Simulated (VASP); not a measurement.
SiC3, 8 atoms in the cell. It takes space group Pm-3n (No. 223, cubic). Conventional cell: a = 3.974 Å, b = 3.974 Å, c = 3.974 Å, α = 90.00°, β = 90.00°, γ = 90.00°. Si (site symmetry m-3) has 12 C at 2.22 Å within 2.9 Å. Within 2.6 Å of C (site symmetry -4m2) lie 10 C at 1.99 to 2.43 Å and 4 Si at 2.22 Å. The cell was built from a structure type or drawn by symmetry, and may not be a known phase.

* Program: VASP 6.6.1
* Task: single point
* Functional: PBE
* Potentials or basis: VASP PAW PBE potentials, release 64 (Si, C)
* Cutoff: 600 eV
* k mesh: 4 × 4 × 4
* Occupations: gaussian, width 0.2 eV
* Spin: no spin polarisation
* Dipole correction: no
* Further INCAR settings: ALGO = Normal; EDIFF = 1e-06; NBANDS = 26

Potentials or basis: VASP PAW PBE potentials, release 64 (Si, C).

Launch:

```console
$ cat potpaw_PBE.64/Si/POTCAR potpaw_PBE.64/C/POTCAR > POTCAR
$ mpirun -np 1 vasp_std > vasp.out
```

Hardware: 1 thread of Intel(R) Xeon(R) Platinum 8488C (Sapphire Rapids), with other jobs on the host.

Question: How long does it take, and how much memory?

Answer: It took 9.5 s on 1 thread of Intel(R) Xeon(R) Platinum 8488C (Sapphire Rapids) (shared host), peak memory 0.17 GiB. Counts: scf iterations 11, k points 10.
